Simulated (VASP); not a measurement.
Wanted: the native input for a VASP 6.6.1 run.

| Property | Result |
| --- | --- |
| Task | single point |
| Functional | PBE |
| Dispersion | D3(BJ) |
| Potentials or basis | VASP PAW PBE potentials, release 64 (H, C) |
| Cutoff | 520 eV |
| k mesh | 6 × 6 × 6 |
| Occupations | gaussian, width 0.02 eV |
| Spin | no spin polarisation |
| Dipole correction | no |
| Further INCAR settings | ALGO = Normal; EDIFF = 1e-07; NBANDS = 22 |

The structure of H3C2 lies in POSCAR:

```
H3C2
1.0
    3.4095137654     -3.3297791211      0.1445026746
    3.4095137654      3.3297791211      0.1445026746
   -0.5860213534      0.0000000000      4.4999848801
H C
6 4
Direct
    0.2351688299      0.2351688299      0.4996286147
    0.7648311701      0.7648311701      0.5003713853
    0.2167874089      0.4838231743      0.2222302008
    0.5161768257      0.7832125911      0.7777697992
    0.7832125911      0.5161768257      0.7777697992
    0.4838231743      0.2167874089      0.2222302008
    0.0771040418      0.0771040418      0.0777956052
    0.9228959582      0.9228959582      0.9222043948
    0.2619303721      0.2619303721      0.2641330623
    0.7380696279      0.7380696279      0.7358669377
```

The input as run:

INCAR

```
SYSTEM = H3C2
ALGO = Normal ; EDIFF = 1E-7
ENCUT = 520 ; GGA = PE
ISIF = 2 ; ISMEAR = 0
IVDW = 12 ; LASPH = .True.
LCHARG = .False. ; LREAL = .False.
LWAVE = .False. ; NBANDS = 22
NELM = 60 ; PREC = Accurate
SIGMA = 0.02
```

KPOINTS

```
k-points
0
Gamma
  6 6 6
  0 0 0
```

Potentials or basis: VASP PAW PBE potentials, release 64 (H, C).

The run is started by

```sh
$ cat potpaw_PBE.64/H/POTCAR potpaw_PBE.64/C/POTCAR > POTCAR
$ mpirun -np 1 vasp_std > vasp.out
```

It gave:

```yaml
Pressure: -0.5 GPa
Largest_force: 0.071 eV/Å
Band_gap_on_the_k_mesh: 4.57 eV (least direct gap 5.28 eV)
Dispersion_energy_per_atom: -0.052 eV
```

Run time: 3.5 min on 1 thread of Intel Xeon 8259CL (shared host), peak memory 0.28 GiB.
